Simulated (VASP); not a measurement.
Set up this calculation in VASP 6.6.1, as the native input.

* Task: single point
* Functional: PBE
* Potentials or basis: VASP PAW PBE potentials, release 64 (Ti_sv, H)
* Cutoff: 520 eV
* k mesh: 9 × 6 × 1
* Occupations: gaussian, width 0.1 eV
* Spin: no spin polarisation
* Dipole correction: yes
* Further INCAR settings: ALGO = Normal; EDIFF = 1e-06; NBANDS = 46

The structure of Ti6H lies in POSCAR:

```
Ti6H
1.0
    2.9381632085      0.0000000000      0.0000000000
    0.0000000000      4.6504654182      0.0000000000
    0.0000000000      0.0000000000     21.2842242132
Ti H
6 1
Direct
    0.0000000000      0.7500000000      0.1879326190
    0.5000000000      0.2500000000      0.2277825403
    0.5000000000      0.7500000000      0.3074823829
    0.0000000000      0.2500000000      0.3461291980
    0.1455871696      0.6886005258      0.4268285848
    0.6006025176      0.1782084099      0.4602310905
    0.6666666667      0.5833333333      0.4842522062
```

One way to write it, as run:

INCAR

```
  ALGO = Normal
  DIPOL = 0.5 0.5 0.349
  EDIFF = 1E-6
  ENCUT = 520
  GGA = PE
  IDIPOL = 3
  ISIF = 2
  ISMEAR = 0
  LASPH = T
  LCHARG = F
  LDIPOL = T
  LREAL = F
  LWAVE = F
  NBANDS = 46
  NELM = 60
  PREC = Accurate
  SIGMA = 0.1
```

KPOINTS

```
k-points
0
Gamma
  9 6 1
```

Potentials or basis: VASP PAW PBE potentials, release 64 (Ti_sv, H).

The run is started by

```console
$ cat potpaw_PBE.64/Ti_sv/POTCAR potpaw_PBE.64/H/POTCAR > POTCAR
$ mpirun -np 1 vasp_std > vasp.out
```

Results of the run:

The largest force is 0.548 eV/Å and the band gap on the k mesh is zero (an odd number of electrons rules out a gap without spin polarisation).

It took 6.6 min on 1 thread of Intel(R) Xeon(R) 6975P-C (Granite Rapids) (shared host), peak memory 0.5 GiB.
